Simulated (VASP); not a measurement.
A run of VASP 6.6.1 is set up as follows.

The input INCAR:

```
PREC = Accurate
ENCUT = 520
EDIFF = 1E-6
ISMEAR = 0
SIGMA = 0.15
LREAL = F
LASPH = T
NELM = 100
ALGO = Fast
ISIF = 2
LWAVE = F
LCHARG = F
GGA = PS
NBANDS = 21
```

File KPOINTS:

```
Automatic mesh
0
Gamma
  21 21 12
```

File POSCAR:

```
Ru
1.0
    2.7448626328      0.0000000000      0.0000000000
   -1.3724313164      2.3771207700      0.0000000000
    0.0000000000      0.0000000000      4.4098963059
Ru
2
Direct
    0.3333333333      0.6666666667      0.2500000000
    0.6666666667      0.3333333333      0.7500000000
```

Potentials or basis: VASP PAW PBE potentials, release 64 (Ru_pv).

Launch:

```console
$ cat potpaw_PBE.64/Ru_pv/POTCAR > POTCAR
$ mpirun -np 1 vasp_std > vasp.out
```

(1) What does it give for the band gap on the k mesh?

(2) What does it give for the pressure?

## Answers

(1) zero (band 14 reaches 13.15 eV, above the bottom of band 15 at 10.30 eV).

(2) -22.4 GPa.

Caveat: the PAW data sets were made with another functional, which shifts forces and pressure a little.
